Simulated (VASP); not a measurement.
A run of VASP 6.6.1 is set up as follows.

INCAR

```
SYSTEM = TePb
ALGO     = Normal         ! electronic algorithm
EDIFF    = 1E-6           ! SCF threshold, eV
EDIFFG   = -0.005         ! ionic threshold
ENCUT    = 600            ! plane-wave cutoff, eV
GGA      = PE             ! functional
IBRION   = 2              ! ionic algorithm
ISIF     = 3              ! what is computed and relaxed
ISMEAR   = -1             ! smearing method
LASPH    = .TRUE.         ! aspherical terms in the spheres
LCHARG   = .FALSE.        ! write CHGCAR
LREAL    = .FALSE.        ! projectors in reciprocal space
LWAVE    = .FALSE.        ! write WAVECAR
NELM     = 60             ! most SCF steps
NSW      = 60             ! ionic steps
PREC     = Accurate       ! precision mode
PSTRESS  = 540.0        
SIGMA    = 0.08           ! smearing width, eV
```

The input KPOINTS:

```
k-points
0
G
  13 13 13
  0 0 0
```

POSCAR

```
TePb
1.0
    3.4949833097      0.0000000000      0.0000000000
    0.0000000000      3.4949833097      0.0000000000
    0.0000000000      0.0000000000      3.4949833097
Pb Te
1 1
Direct
    0.0000000000      0.0000000000      0.0000000000
    0.5000000000      0.5000000000      0.5000000000
```

Potentials or basis: VASP PAW PBE potentials, release 64 (Pb_d, Te).

Launch:

```sh
$ cat potpaw_PBE.64/Pb_d/POTCAR potpaw_PBE.64/Te/POTCAR > POTCAR
$ mpirun -np 1 vasp_std > vasp.out
```

Problem. Estimate the band gap on the k mesh.

Solution. Zero (bands 10 and 11 overlap by 3.88 eV).

Problem. Estimate the space group after relaxing (to 0.1 Å).

Solution. Pm-3m (No. 221).

Problem. Estimate the relaxed volume.

Solution. 20.03 Å³/atom.

Problem. What does it give for the relaxed cell?

Solution. a = 3.422 Å, b = 3.422 Å, c = 3.422 Å, α = 90.00°, β = 90.00°, γ = 90.00°.

Final structure:
```cif
data_structure
_symmetry_space_group_name_H-M 'P 1'
_symmetry_Int_Tables_number 1
_cell_length_a 3.4219
_cell_length_b 3.4219
_cell_length_c 3.4219
_cell_angle_alpha 90.000
_cell_angle_beta 90.000
_cell_angle_gamma 90.000
_cell_volume 40.07
loop_
_atom_site_label
_atom_site_type_symbol
_atom_site_fract_x
_atom_site_fract_y
_atom_site_fract_z
_atom_site_occupancy
Pb1 Pb 0.00000 0.00000 0.00000 1
Te1 Te 0.50000 0.50000 0.50000 1
```

Caveat: the cell is relaxed towards a set pressure, so the run minimises the enthalpy, not the energy; spin-orbit coupling is left out, which moves the levels of the heavy elements.
